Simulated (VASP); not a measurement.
# ZnCu (Pmma) in VASP: single point with PBE

Aim: the single point of ZnCu with PBE.

Everything below comes from runs of VASP 6.6.1. Logs are shortened: lines on timing, memory, paths and dates and some standing lists are left out, and cuts for length are marked.

## 1. The cell of the first run

Symmetry: Pmma, No. 51, orthorhombic system. Conventional cell: a = 4.403 Å, b = 2.605 Å, c = 5.073 Å, α = 90.00°, β = 90.00°, γ = 90.00°. Within 3.3 Å of Zn (site symmetry mm2) lie 4 Cu at 2.50 to 2.57 Å and 4 Zn at 2.58 to 2.60 Å. Cu (site symmetry mm2) has 4 Zn at 2.50 to 2.57 Å and 4 Cu at 2.54 to 2.60 Å within 3.3 Å.

The cell was generated, and may not be a known phase.

## 2. Single point, PBE

The input, INCAR:

```
SYSTEM = ZnCu
PREC     = Accurate       ! precision mode
ENCUT    = 520            ! plane-wave cutoff, eV
EDIFF    = 1E-6           ! SCF threshold, eV
ISMEAR   = 0              ! smearing method
SIGMA    = 0.1            ! smearing width, eV
LREAL    = .False.        ! projectors in reciprocal space
LASPH    = .True.         ! aspherical terms in the spheres
NELM     = 100            ! most SCF steps
ALGO     = Normal         ! electronic algorithm
ISIF     = 2              ! what is computed and relaxed
LWAVE    = .False.        ! write WAVECAR
LCHARG   = .True.         ! write CHGCAR
GGA      = PE             ! functional
LELF     = .True.         ! ELF
LVHAR    = .True.       
NBANDS   = 56             ! bands
```

The input, KPOINTS:

```
regular mesh
0
Gamma
  4 4 4
  0 0 0
```

The input, POSCAR:

```
ZnCu
1.0
    4.4031741617      0.0000000000      0.0000000000
    0.0000000000      5.2096786189      0.0000000000
    0.0000000000      0.0000000000      5.0734453779
Zn Cu
4 4
Direct
    0.5000000000      0.2499959521      0.1327442812
    0.5000000000      0.7500040479      0.1327442812
    0.0000000000      0.2500040479      0.8672557188
    0.0000000000      0.7499959521      0.8672557188
    0.0000000000      0.2500086103      0.3742574344
    0.0000000000      0.7499913897      0.3742574344
    0.5000000000      0.2499913897      0.6257425656
    0.5000000000      0.7500086103      0.6257425656
```

Potentials or basis: VASP PAW PBE potentials, release 64 (Zn, Cu).

The run is started by

```bash
cat potpaw_PBE.64/Zn/POTCAR potpaw_PBE.64/Cu/POTCAR > POTCAR
mpirun -np 1 vasp_std > vasp.out
```

OUTCAR:

```text
SYSTEM = ZnCu
   PREC = Accurate
   ENCUT = 520
   EDIFF = 1E-6
   ISMEAR = 0
   LREAL = .False.
   LASPH = .True.
   NELM = 100
   ISIF = 2
   GGA = PE

 ion  position               nearest neighbor table
   1  0.500  0.250  0.133-   7 2.50   5 2.52   5 2.52   7 2.57   3 2.58   3 2.58   2 2.60   2 2.60

   2  0.500  0.750  0.133-   8 2.50   6 2.52   6 2.52   8 2.57   4 2.58   4 2.58   1 2.60   1 2.60

   3  0.000  0.250  0.867-   5 2.50   7 2.52   7 2.52   5 2.57   1 2.58   1 2.58   4 2.60   4 2.60

   4  0.000  0.750  0.867-   6 2.50   8 2.52   8 2.52   6 2.57   2 2.58   2 2.58   3 2.60   3 2.60

   5  0.000  0.250  0.374-   3 2.50   1 2.52   1 2.52   7 2.54   7 2.54   3 2.57   6 2.60   6 2.60

   6  0.000  0.750  0.374-   4 2.50   2 2.52   2 2.52   8 2.54   8 2.54   4 2.57   5 2.60   5 2.60

   7  0.500  0.250  0.626-   1 2.50   3 2.52   3 2.52   5 2.54   5 2.54   1 2.57   8 2.60   8 2.60

   8  0.500  0.750  0.626-   2 2.50   4 2.52   4 2.52   6 2.54   6 2.54   2 2.57   7 2.60   7 2.60

  LATTYP: Found a simple orthorhombic cell.
 ALAT       =     4.4031741617
 B/A-ratio  =     1.1522245525
 C/A-ratio  =     1.1831643327

  Lattice vectors:

 A1 = (  -4.4031741617,   0.0000000000,   0.0000000000)
 A2 = (   0.0000000000,   0.0000000000,   5.0734453779)
 A3 = (   0.0000000000,   5.2096786189,   0.0000000000)

Analysis of symmetry for initial positions (statically):
=====================================================================
 Subroutine PRICEL returns:
 Original cell was already a primitive cell.

 Routine SETGRP: Setting up the symmetry group for a
 simple orthorhombic supercell.

 Subroutine GETGRP returns: Found  8 space group operations
 (whereof  4 operations were pure point group operations)
 out of a pool of  8 trial point group operations.

The static configuration has the point symmetry C_2v.
 The point group associated with its full space group is D_2h.

Analysis of symmetry for dynamics (positions and initial velocities):
=====================================================================
 Subroutine PRICEL returns:
 Original cell was already a primitive cell.

 Routine SETGRP: Setting up the symmetry group for a
 simple orthorhombic supercell.

 Subroutine GETGRP returns: Found  8 space group operations
 (whereof  4 operations were pure point group operations)
 out of a pool of  8 trial point group operations.

The dynamic configuration has the point symmetry C_2v.
 The point group associated with its full space group is D_2h.

 Subroutine INISYM returns: Found  8 space group operations
 (whereof  4 operations are pure point group operations),
 and found     1 'primitive' translations

----------------------------------------------------------------------------------------

                                     Primitive cell

  volume of cell :     116.3804

  direct lattice vectors                    reciprocal lattice vectors
     4.403174162  0.000000000  0.000000000     0.227108891  0.000000000  0.000000000
     0.000000000  5.209678619  0.000000000     0.000000000  0.191950420  0.000000000
     0.000000000  0.000000000  5.073445378     0.000000000  0.000000000  0.197104714

  length of vectors
     4.403174162  5.209678619  5.073445378     0.227108891  0.191950420  0.197104714

  position of ions in fractional coordinates (direct lattice)
     0.500000000  0.249995952  0.132744281
     0.500000000  0.750004048  0.132744281
     0.000000000  0.250004048  0.867255719
     0.000000000  0.749995952  0.867255719
     0.000000000  0.250008610  0.374257434
     0.000000000  0.749991390  0.374257434
     0.500000000  0.249991390  0.625742566
     0.500000000  0.750008610  0.625742566

  ion indices of the primitive-cell ions
   primitive index   ion index
                 1           1
                 2           2
                 3           3
                 4           4
                 5           5
                 6           6
                 7           7
                 8           8

----------------------------------------------------------------------------------------

 KPOINTS: regular mesh

Automatic generation of k-mesh.
 Grid dimensions read from file:
 generate k-points for:    4    4    4

 Generating k-lattice:

  Cartesian coordinates                     Fractional coordinates (reciprocal lattice)
     0.056777223  0.000000000  0.000000000     0.250000000  0.000000000  0.000000000
     0.000000000  0.047987605  0.000000000     0.000000000  0.250000000  0.000000000
     0.000000000  0.000000000  0.049276178     0.000000000  0.000000000  0.250000000

  Length of vectors
     0.056777223  0.047987605  0.049276178

  Shift w.r.t. Gamma in fractional coordinates (k-lattice)
     0.000000000  0.000000000  0.000000000

 Subroutine IBZKPT returns following result:
 ===========================================

 Found     27 irreducible k-points:

 Following reciprocal coordinates:
            Coordinates               Weight
  0.000000  0.000000  0.000000      1.000000
  0.250000  0.000000  0.000000      2.000000
  0.500000  0.000000  0.000000      1.000000
  0.000000  0.250000  0.000000      2.000000
  0.250000  0.250000  0.000000      4.000000
  0.500000  0.250000  0.000000      2.000000
[... 16 lines left out ...]
  0.250000  0.250000  0.500000      4.000000
  0.500000  0.250000  0.500000      2.000000
 [... further k-points ...]
   k-points           NKPTS =     27   k-points in BZ     NKDIM =     27   number of bands    NBANDS=     56
   number of dos      NEDOS =    301   number of ions     NIONS =      8
   total plane-waves  NPLWV =  57600
   dimension x,y,z NGX =    36 NGY =   40 NGZ =   40
   dimension x,y,z NGXF=    72 NGYF=   80 NGZF=   80
   ions per type =               4   4
   NGX,Y,Z   is equivalent  to a cutoff of  13.59, 12.76, 13.11 a.u.
   NGXF,Y,Z  is equivalent  to a cutoff of  27.18, 25.53, 26.21 a.u.
 SYSTEM =  ZnCu
   PREC   = accura    normal or accurate (medium, high low for compatibility)
   ISTART =      0    job   : 0-new  1-cont  2-samecut
   ICHARG =      2    charge: 1-file 2-atom 10-const
   ISPIN  =      1    spin polarized calculation?
   LNONCOLLINEAR =      F non collinear calculations
   LSORBIT =      F    spin-orbit coupling
   LASPH  =      T    aspherical Exc in radial PAW
   ENCUT  =  520.0 eV  38.22 Ry    6.18 a.u.   8.19  9.69  9.43*2*pi/ulx,y,z
   NELM   =    100;   NELMIN=  2; NELMDL= -5     # of ELM steps
   EDIFF  = 0.1E-05   stopping-criterion for ELM
   LREAL  =      F    real-space projection
   EDIFFG = 0.1E-04   stopping-criterion for IOM
   NSW    =      0    number of steps for IOM
   IBRION =     -1    ionic relax: 0-MD 1-quasi-New 2-CG
   NFREE  =      0    steps in history (QN), initial steepest desc. (CG)
   ISIF   =      2    stress and relaxation
   ISYM   =      2    0-nonsym 1-usesym 2-fastsym
   POTIM  = 0.5000    time-step for ionic-motion
   TEBEG  =    0.0;   TEEND  =   0.0 temperature during run
   PSTRESS=    0.0 pullay stress
   NELECT =      92.0000    total number of electrons
   NUPDOWN=      -1.0000    fix difference up-down
   EMIN   =  10.00;   EMAX   =-10.00  energy-range for DOS
   EFERMI =   0.00;   METHOD = LEGACY
   ISMEAR =     0;   SIGMA  =   0.10  broadening in eV -4-tet -1-fermi 0-gaus
   EFERMI_NEDOS =   21; number of points for ismear=-14 and -15
   IALGO  =     38    algorithm
   IMIX   =      4    mixing-type and parameters
     AMIX     =   0.40;   BMIX     =  1.00
     AMIX_MAG =   1.60;   BMIX_MAG =  1.00
  volume/ion in A,a.u.               =      14.55        98.17
  Fermi-wavevector in a.u.,A,eV,Ry     =   1.513715  2.860507 31.175489  2.291334
  Thomas-Fermi vector in A             =   2.623469
   LORBIT       =      0    0 simple, 1 ext, 2 COOP (PROOUT), +10 PAW based schemes
   GGA     = PE    functional components
   LHFCALC =     F    Hartree Fock is set to
   AEXX    =    0.0000 exact exchange contribution
   IVDW    =     0    specifies the selected vdW correction
   LEPSILON=     F    determine dielectric tensor
   LRPA    =     F    only Hartree local field effects (RPA)
 non-spin polarized calculation
 Gauss-broadening in eV      SIGMA  =   0.10
  energy-cutoff  :      520.00
  volume of cell :      116.38
 maximum number of plane-waves:      3154
 NGX is ok and might be reduce to    36
   NGX = 17   NGY = 19   NGZ = 19

 number of electron      91.9999972 magnetization

 Free energy of the ion-electron system (eV)
  ---------------------------------------------------
  ext. energy  EPLUGINS =         0.00000000
  ---------------------------------------------------
  free energy    TOTEN  =       -18.15539554 eV

  energy without entropy =      -18.15032433  energy(sigma->0) =      -18.15285994

 E-fermi :   4.3064     XC(G=0): -11.6227

 val. band max:        4.1972250195   @ k =   0.5000   0.0000   0.0000
 cond. band min:       4.3889595099   @ k =   0.5000   0.2500   0.2500
 fundamental gap:      0.1917344904
 Fermi energy:         4.3063699204

 k-point     1 :       0.0000    0.0000    0.0000
  band No.  band energies     occupation
      1      -5.1036      2.00000
      2      -3.6978      2.00000
      3      -3.5285      2.00000
      4      -3.5262      2.00000
      5      -3.4801      2.00000
      6      -3.4654      2.00000
[... 48 lines left out ...]
     55      10.0905      0.00000
     56      10.1983      0.00000

 k-point     2 :       0.2500    0.0000    0.0000
  band No.  band energies     occupation
      1      -4.6024      2.00000
      2      -3.6619      2.00000
      3      -3.5739      2.00000
      4      -3.5394      2.00000
      5      -3.5348      2.00000
      6      -3.4021      2.00000
[... 48 lines left out ...]
     55       8.8399      0.00000
     56      12.4145      0.00000
[... 1237 lines left out ...]
     55      10.8346      0.00000
     56      11.1126      0.00000

 k-point    24 :       0.5000    0.2500    0.5000
  band No.  band energies     occupation
      1      -3.5039      2.00000
      2      -3.5039      2.00000
      3      -3.4389      2.00000
      4      -3.4389      2.00000
      5      -3.4125      2.00000
      6      -3.4125      2.00000
[... 48 lines left out ...]
     55      12.2207      0.00000
     56      12.2207      0.00000

 [... further k-points ...]

------------------------ aborting loop because EDIFF is reached ----------------------------------------

  FORCE on cell =-STRESS in cart. coord.  units (eV):
  Direction    XX          YY          ZZ          XY          YZ          ZX
  --------------------------------------------------------------------------------------
  -------------------------------------------------------------------------------------
  Total        0.3753192      0.2167732      0.6086265      0.0000000      0.0000000      0.0000000
  in kB        5.1669180      2.9842579      8.3787964      0.0000000      0.0000000      0.0000000
  external PRESSURE =       5.5099907 kB  Pullay stress =       0.0000000 kB

 VOLUME and BASIS-vectors are now :
 -----------------------------------------------------------------------------
  energy-cutoff  :      520.00
  volume of cell :      116.38
      direct lattice vectors                 reciprocal lattice vectors
     4.403174162  0.000000000  0.000000000     0.227108891  0.000000000  0.000000000
     0.000000000  5.209678619  0.000000000     0.000000000  0.191950420  0.000000000
     0.000000000  0.000000000  5.073445378     0.000000000  0.000000000  0.197104714

 POSITION                                       TOTAL-FORCE (eV/Angst)
 -----------------------------------------------------------------------------------
      2.20159      1.30240      0.67347         0.000000      0.000146      0.004072
      2.20159      3.90728      0.67347         0.000000     -0.000146      0.004072
      0.00000      1.30244      4.39997         0.000000     -0.000146     -0.004072
      0.00000      3.90724      4.39997         0.000000      0.000146     -0.004072
      0.00000      1.30246      1.89877         0.000000     -0.000180     -0.005465
      0.00000      3.90721      1.89877         0.000000      0.000180     -0.005465
      2.20159      1.30237      3.17467        -0.000000      0.000180      0.005465
      2.20159      3.90730      3.17467        -0.000000     -0.000180      0.005465
 -----------------------------------------------------------------------------------
    total drift:                                0.000000      0.000000     -0.000000

  FREE ENERGIE OF THE ION-ELECTRON SYSTEM (eV)
  ---------------------------------------------------
  free  energy   TOTEN  =       -18.1553955418 eV

  energy  without entropy=      -18.1503243330  energy(sigma->0) =      -18.15285994
```

Run time: 4.7 min. Hardware: 1 thread of Intel Xeon Platinum 8259CL at 2.50GHz (Skylake/Cascade Lake), shared host; peak memory 0.3 GiB.

Results:

```
Free energy            : -18.1554 eV
Pressure               : 0.6 GPa
Largest force          : 0.005 eV/Å
Band gap on the k mesh : zero (bands 46 and 47 overlap by 4.04 eV)
```

Forces on the atoms (eV/Å):
```
Zn   0.000  0.000  0.004
Zn   0.000  0.000  0.004
Zn   0.000  0.000 -0.004
Zn   0.000  0.000 -0.004
Cu   0.000  0.000 -0.005
Cu   0.000  0.000 -0.005
Cu   0.000  0.000  0.005
Cu   0.000  0.000  0.005
```

The gap in the log of VASP goes by the Fermi energy; the results here count the filled bands.